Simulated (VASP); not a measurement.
Wanted: the native input for a VASP 6.6.1 run.

| Property | Result |
| --- | --- |
| Task | single point |
| Functional | PBE |
| Potentials or basis | VASP PAW PBE potentials, release 64 (Sn_d, O) |
| Cutoff | 520 eV |
| k mesh | 10 × 10 × 8 |
| Occupations | gaussian, width 0.05 eV |
| Spin | no spin polarisation |
| Dipole correction | no |
| Further INCAR settings | ALGO = Normal; EDIFF = 1e-06; NBANDS = 28 |

The structure of SnO lies in POSCAR:

```
SnO
1.0
    3.8681707514      0.0000000000      0.0000000000
    0.0000000000      3.8681707514      0.0000000000
    0.0000000000      0.0000000000      5.0672768981
Sn O
2 2
Direct
    0.0000000000      0.5000000000      0.2287361932
    0.5000000000      0.0000000000      0.7712638068
   -0.0517040257      0.0000000000     -0.0394689306
    0.5000000000      0.5000000000      0.0000000000
```

This cell differs from its parent crystal: atom 3 (O) moved by (-0.200, -0.200) A along x and z.

The input as run:

INCAR

```
ALGO = Normal
EDIFF = 1E-6
ENCUT = 520
GGA = PE
ISIF = 2
ISMEAR = 0
LASPH = T
LCHARG = T
LELF = T
LREAL = F
LVHAR = T
LWAVE = F
NBANDS = 28
NELM = 80
PREC = Accurate
SIGMA = 0.05
```

KPOINTS

```
k-points
0
Gamma
  10 10 8
```

Potentials or basis: VASP PAW PBE potentials, release 64 (Sn_d, O).

The run is started by

```sh
$ cat potpaw_PBE.64/Sn_d/POTCAR potpaw_PBE.64/O/POTCAR > POTCAR
$ mpirun -np 1 vasp_std > vasp.out
```

It gave:

The pressure is 2.4 GPa, the largest force is 3.180 eV/Å and the band gap on the k mesh is 0.42 eV (least direct gap 1.76 eV).

Caveat: the cell differs from its parent crystal (atom 3 (O) moved by (-0.200, -0.200) A along x and z); spin-orbit coupling is left out, which moves the levels of the heavy elements; forces of over 1 eV/Å act on the atoms, so gaps and moduli don't describe the material at rest.

Wall time 11 min on 1 thread of Intel Xeon 8259CL, with other jobs on the host, peak memory 0.51 GiB.
